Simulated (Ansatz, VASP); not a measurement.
MnAs: VASP beside Ansatz

File INCAR:

```
SYSTEM = MnAs
PREC = Accurate
ENCUT = 500
EDIFF = 1E-6
ISMEAR = 0
SIGMA = 0.1
LREAL = .FALSE.
LASPH = .TRUE.
NELM = 200
ALGO = Normal
ISIF = 2
LWAVE = .FALSE.
LCHARG = .TRUE.
ISPIN = 2
MAGMOM = 4 0
LORBIT = 11
LMAXMIX = 4
GGA = PE
LELF = .TRUE.
LVHAR = .TRUE.
NBANDS = 20
GGA_COMPAT = .FALSE.
```

File KPOINTS:

```
regular mesh
0
G
  6 6 6
  0 0 0
```

Contents of POSCAR:

```
MnAs
1.0
    0.0000000000      2.4760624236      2.4760624236
    2.4760624236      0.0000000000      2.4760624236
    2.4760624236      2.4760624236      0.0000000000
Mn As
1 1
Direct
    0.0000000000      0.0000000000      0.0000000000
    0.7500000000      0.7500000000      0.7500000000
```

Input for Ansatz:

```yaml
crystal:
  lattice:
    - [0.0, 2.4760624236, 2.4760624236]
    - [2.4760624236, 0.0, 2.4760624236]
    - [2.4760624236, 2.4760624236, 0.0]
  atoms:
    - { symbol: Mn, position: [0.0, 0.0, 0.0], spin: 4.0 }
    - { symbol: As, position: [0.75, 0.75, 0.75] }
basis:
  ecutwfc: 420
kpoints:
  mp_grid: { grid: [6, 6, 6] }
hamiltonian:
  xc: pbe
scf:
  occupations: { method: gaussian, width: 0.1 }
  lower_state_search: "off"
output:
  forces: true
  stress: true
  eigenvalues: true
  populations: true
magnetization:
  spin_polarized: true
```

Alike in both runs: task single point; functional PBE; k mesh 6 × 6 × 6; occupations gaussian, width 0.1 eV; collinear spin.

|  | VASP | Ansatz |
| --- | --- | --- |
| version | VASP 6.6.1 | Ansatz 0.2.0 |
| potentials or method | VASP PAW PBE potentials, release 64 (Mn_pv, As), cutoff 500 eV | scalar-relativistic, plane waves, PAW |
| valence electrons in the cell | 18 | 30 |

|  | VASP | Ansatz | Ansatz less VASP |
| --- | --- | --- | --- |
| gap on the k mesh at the Fermi level (eV) | none | none | - |
| net moment per atom (μB) | 0.60 | 0.60 | +0.002 |
| size of the moment on the site where the two differ most (μB) | 1.26 | 1.14 | -0.120 |

Site moments also hang on the region over which each program counts them. A gap of «none» marks a metal or a gap that the smearing closes. VASP's potentials hold 18 valence electrons a cell and Ansatz's 30, so a difference there can come from the potentials and not from the codes.

The k mesh is coarse, so the values compare programs but aren't converged.
